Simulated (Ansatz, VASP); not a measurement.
Al: VASP beside Ansatz

```
Al
1.0
     0.00000    2.00737    2.00737
     2.00737    0.00000    2.00737
     2.00737    2.00737    0.00000
Al
1
Direct
  0.00000 0.00000 0.00000
```

Alike in both runs: task single point; functional r2SCAN; k mesh 18 × 18 × 18; occupations gaussian, width 0.1 eV; no spin polarisation.

|  | VASP | Ansatz |
| --- | --- | --- |
| version | VASP 6.6.1 | Ansatz 0.2.0 |
| potentials or method | VASP PAW PBE potentials, release 64 (Al), cutoff 520 eV | scalar-relativistic, plane waves, PAW |
| valence electrons in the cell | 3 | 3 |

|  | VASP | Ansatz | Ansatz less VASP |
| --- | --- | --- | --- |
| gap on the k mesh at the Fermi level (eV) | none | none | - |
| pressure (GPa) | -1.8 | -1.6 | +0.22 |

VASP's potentials were made for PBE, not for r2SCAN. A gap of «none» marks a metal or a gap that the smearing closes.
